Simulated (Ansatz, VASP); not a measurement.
## One calculation of ScIn3SbP, two programs

```
Sc In Sb P
1.0
     6.14682    0.00000    0.00000
    -3.07341    5.32330    0.00000
     0.00000    0.00000    4.61079
Sc In Sb P
1 3 1 1
Direct
  0.00000 0.00000 0.00000
  0.50051 0.00102 0.50000
  0.99898 0.49949 0.50000
  0.50051 0.49949 0.50000
  0.66667 0.33333 0.00000
  0.33333 0.66667 0.00000
```

Change from the starting cell: species swapped into the LaMnAlNi3 type (P-6m2, No. 187).

Alike in both runs: task single point; functional PBE; k mesh 3 × 3 × 4; occupations gaussian, width 0.1 eV; no spin polarisation.

|  | VASP | Ansatz |
| --- | --- | --- |
| version | VASP 6.6.1 | Ansatz 0.2.0 |
| potentials or method | VASP PAW PBE potentials, release 64 (Sc_sv, In_d, Sb, P), cutoff 520 eV | scalar-relativistic, plane waves, PAW |
| valence electrons in the cell | 60 | 70 |

VASP gave:

```
gap on the k mesh at the Fermi level (eV)                     : none
pressure (GPa)                                                : 3.5
traceless stress, the component that is largest in VASP (GPa) : 4.37
rms of the force components (eV/Å)                            : 0.518
```

Question: Which values does Ansatz return?

Answer: gap on the k mesh at the Fermi level (eV): none; pressure (GPa): 3.5; traceless stress, the component that is largest in VASP (GPa): 4.36; rms of the force components (eV/Å): 0.516.

Atom by atom the forces differ by 0.002 eV/Å (rms over components). A gap of «none» marks a metal or a gap that the smearing closes. VASP's potentials hold 60 valence electrons a cell and Ansatz's 70, so a difference there can come from the potentials and not from the codes.

The k mesh is coarse, so the values compare programs but aren't converged. Neither program's run includes spin-orbit coupling.
